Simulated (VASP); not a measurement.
Runs of VASP 6.6.1 on Mg2CdN2. The structure is that of space group P-3m1 (No. 164), or close to it. The cells are those of the table. 

| cell | gap on the mesh (eV) | pressure (GPa) | largest force (eV/Å) |
| --- | --- | --- | --- |
| a = 3.411, b = 3.411, c = 6.463 Å, angles 90.0, 90.0, 120.0°, 5 atoms | 0.04 | (b) | 0.25 |
| a = 3.553, b = 3.553, c = 6.223 Å, angles 90.0, 90.0, 120.0°, 5 atoms | 0.15 | -11.2 | 0.19 |
| a = 3.695, b = 3.695, c = 5.505 Å, angles 90.0, 90.0, 120.0°, 5 atoms | 0.25 | -8.8 | 0.37 |
| a = 3.695, b = 3.695, c = 5.744 Å, angles 90.0, 90.0, 120.0°, 5 atoms | (a) | -12.5 | 0.16 |

Alike in all rows: task single point; level LDA; potentials or basis VASP PAW LDA potentials, release 64 (Mg, Cd, N); no spin polarisation; k mesh 12 × 12 × 6; cutoff (eV) 520; smearing gaussian 0.03 eV.

Problem. Fill in the values left out.

Solution. (a) 0.10; (b) -5.1.

Caveats: the cell stands under tension.

A k mesh can miss the band edges, and the runs leave out spin-orbit coupling on Cd.
